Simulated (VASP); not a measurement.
A run of VASP 6.6.1:

Contents of POSCAR:

```
Nb
1.0
    2.6352031706      0.0000000000      0.0000000000
    0.0000000000      2.6352031706      0.0000000000
    0.0000000000      0.0000000000      2.6352031706
Nb
1
Direct
    0.0000000000      0.0000000000      0.0000000000
```

INCAR.step1

```
SYSTEM = Nb
ALGO     = Normal         ! electronic algorithm
EDIFF    = 1E-4           ! SCF threshold, eV
ENCUT    = 520            ! plane-wave cutoff, eV
GGA      = PE             ! functional
ISMEAR   = -1             ! smearing method
LASPH    = .TRUE.         ! aspherical terms in the spheres
LCHARG   = .FALSE.        ! write CHGCAR
LREAL    = .FALSE.        ! projectors in reciprocal space
LWAVE    = .TRUE.         ! write WAVECAR
NBANDS   = 12             ! bands
NELM     = 100            ! most SCF steps
PREC     = Accurate       ! precision mode
SIGMA    = 0.1            ! smearing width, eV
```

INCAR.step2

```
SYSTEM = Nb
ALGO     = Normal         ! electronic algorithm
EDIFF    = 1E-6           ! SCF threshold, eV
ENCUT    = 520            ! plane-wave cutoff, eV
ISIF     = 2              ! what is computed and relaxed
ISMEAR   = -1             ! smearing method
ISTART   = 1            
LASPH    = .TRUE.         ! aspherical terms in the spheres
LCHARG   = .FALSE.        ! write CHGCAR
LMIXTAU  = .TRUE.       
LREAL    = .FALSE.        ! projectors in reciprocal space
LWAVE    = .FALSE.        ! write WAVECAR
METAGGA  = R2SCAN         ! meta-GGA
NBANDS   = 12             ! bands
NELM     = 100            ! most SCF steps
PREC     = Accurate       ! precision mode
SIGMA    = 0.1            ! smearing width, eV
```

The input KPOINTS:

```
k-points
0
G
  13 13 13
  0 0 0
```

Potentials or basis: VASP PAW PBE potentials, release 64 (Nb_sv).

Run with:

```bash
$ cat potpaw_PBE.64/Nb_sv/POTCAR > POTCAR
$ cp INCAR.step1 INCAR
$ mpirun -np 1 vasp_std > vasp.out
$ cp INCAR.step2 INCAR
$ mpirun -np 1 vasp_std > vasp.out
```

Hardware: 1 thread of Intel Xeon 6975P-C, on a shared host.

Task: How long does it take, and how much memory?

Result: It took 35 s on 1 thread of Intel Xeon 6975P-C, with other jobs on the host, peak memory 0.14 GiB. Counts: k points 84.
